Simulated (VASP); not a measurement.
Crystal: PbO2.

```
Pb O
1.0
     1.76706    1.02021    5.77119
    -1.76706    1.02021    5.77119
     0.00000   -2.04042    5.77119
Pb O
1 2
Direct
  0.00000 0.00000 0.00000
  0.25000 0.25000 0.25000
  0.75000 0.75000 0.75000
```

- Program: VASP 6.6.1
- Task: relaxation of cell and atoms
- Functional: PBE
- Potentials or basis: VASP PAW PBE potentials, release 64 (Pb_d, O)
- Cutoff: 600 eV
- k mesh: 6 × 6 × 6
- Occupations: gaussian, width 0.1 eV
- Spin: no spin polarisation

At the start: pressure -14.4 GPa; volume 20.81 Å³/atom.

Where does the relaxation end?

Over 16 steps the energy falls by 487.6 meV/atom and the volume is 14.91 Å³/atom (-28.3 %); space group R-3m (No. 166, to 0.05 Å).

The path:
| step | energy change (eV) | largest force (eV/Å) | pressure (GPa) | volume (Å³) |
| --- | --- | --- | --- | --- |
| 1 | 0.0000 | 2.7813 | -14.44 | 62.43 |
| 2 | -1.3165 | 0.1431 | 6.56 | 46.89 |
| 3 | -1.3302 | 0.5014 | 3.04 | 48.04 |
| 4 | -1.4364 | 0.2687 | -0.30 | 49.29 |
| 5 | -1.4478 | 0.1653 | -1.67 | 49.85 |
| 6 | -1.4513 | 0.1712 | 0.94 | 48.76 |
| 7 | -1.4531 | 0.0443 | -0.06 | 49.16 |
| 8 | -1.4535 | 0.0459 | -0.08 | 49.08 |
| 9 | -1.4545 | 0.0464 | -0.15 | 48.84 |
| 10 | -1.4563 | 0.0507 | -0.27 | 48.36 |
| 11 | -1.4591 | 0.0600 | -0.43 | 47.39 |
| 12 | -1.4613 | 0.0774 | -0.37 | 45.40 |
| 13 | -1.4619 | 0.0728 | -0.19 | 45.19 |
| 14 | -1.4624 | 0.0563 | 0.45 | 44.57 |
| 15 | -1.4625 | 0.0605 | 0.30 | 44.73 |
| 16 | -1.4627 | 0.0264 | 0.06 | 44.74 |

Final structure:
```yaml
crystal:
  lattice:
    - [1.73242, 1.00021, 4.30366]
    - [-1.73242, 1.00021, 4.30366]
    - [0.00000, -2.00043, 4.30366]
  atoms:
    - { symbol: Pb, position: [0.00000, 0.00000, 0.00000] }
    - { symbol: O, position: [0.25406, 0.25406, 0.25406] }
    - { symbol: O, position: [0.74594, 0.74594, 0.74594] }
```

Caveat: the volume moved by over 15 % at a fixed basis, so the end points are rough.
